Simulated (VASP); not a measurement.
A run of VASP 6.6.1 is set up as follows.

Contents of POSCAR:

```
W
1.0
   -1.7250840000      1.7250840000      1.5973000000
    1.7250840000     -1.7250840000      1.5973000000
    1.7250840000      1.7250840000     -1.5973000000
W
1
Direct
    0.0000000000      0.0000000000      0.0000000000
```

File INCAR.step1:

```
PREC = Accurate ; ENCUT = 520
ISMEAR = 0 ; SIGMA = 0.15
LREAL = F ; LASPH = T
NELM = 100 ; NBANDS = 13
GGA = PE ; ALGO = Normal
EDIFF = 1E-4 ; LWAVE = T
LCHARG = F
```

The input INCAR.step2:

```
PREC = Accurate ; ENCUT = 520
EDIFF = 1E-6 ; ISMEAR = 0
SIGMA = 0.15 ; LREAL = F
LASPH = T ; NELM = 100
ALGO = Normal ; ISIF = 2
LWAVE = F ; LCHARG = F
METAGGA = R2SCAN ; LMIXTAU = T
NBANDS = 13 ; ISTART = 1
```

The input KPOINTS:

```
Automatic mesh
0
Gamma
  14 14 14
```

Potentials or basis: VASP PAW PBE potentials, release 64 (W_sv).

Launch:

```console
$ cat potpaw_PBE.64/W_sv/POTCAR > POTCAR
$ cp INCAR.step1 INCAR
$ mpirun -np 1 vasp_std > vasp.out
$ cp INCAR.step2 INCAR
$ mpirun -np 1 vasp_std > vasp.out
```

Q: Estimate the band gap on the k mesh.

A: Zero (band 7 reaches 12.88 eV, above the bottom of band 8 at 7.87 eV).

Q: Predict the pressure.

A: -37.8 GPa.

Stress tensor (GPa, compression positive):
```
-43.74   0.00   0.00
  0.00 -43.74   0.00
  0.00   0.00 -26.05
```

Caveat: the cell differs from its parent crystal (strain +0.080 along x and y, +0.000 along z); the PAW data sets were made with another functional, which shifts forces and pressure a little; spin-orbit coupling is left out, which moves the levels of the heavy elements.
